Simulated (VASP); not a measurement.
Input of a VASP 6.6.1 run:

INCAR

```
ALGO     = Normal         # electronic algorithm
EDIFF    = 1E-7           # SCF threshold, eV
ENCUT    = 520            # plane-wave cutoff, eV
GGA      = CA             # functional
ISIF     = 2              # what is computed and relaxed
ISMEAR   = 0              # smearing method
LASPH    = T              # aspherical terms in the spheres
LCHARG   = F              # write CHGCAR
LREAL    = F              # projectors in reciprocal space
LWAVE    = F              # write WAVECAR
NBANDS   = 15             # bands
NELM     = 80             # most SCF steps
PREC     = Accurate       # precision mode
SIGMA    = 0.05           # smearing width, eV
```

Contents of KPOINTS:

```
k-points
0
Gamma
  8 8 8
```

File POSCAR:

```
KF
1.0
   -0.0279462459      2.6084920486      2.6084920486
    2.6084920486     -0.0279462459      2.6084920486
    2.6084920486      2.6084920486     -0.0279462459
K F
1 1
Direct
    0.0000000000      0.0000000000      0.0000000000
    0.5000000000      0.5000000000      0.5000000000
```

Potentials or basis: VASP PAW LDA potentials, release 64 (K_sv, F).

Command:

```console
$ cat potpaw_LDA.64/K_sv/POTCAR potpaw_LDA.64/F/POTCAR > POTCAR
$ mpirun -np 1 vasp_std > vasp.out
```

(1) What does it give for the pressure?

(2) Estimate the band gap on the k mesh.

Results:

(1) -1.7 GPa.

(2) 6.07 eV, direct.
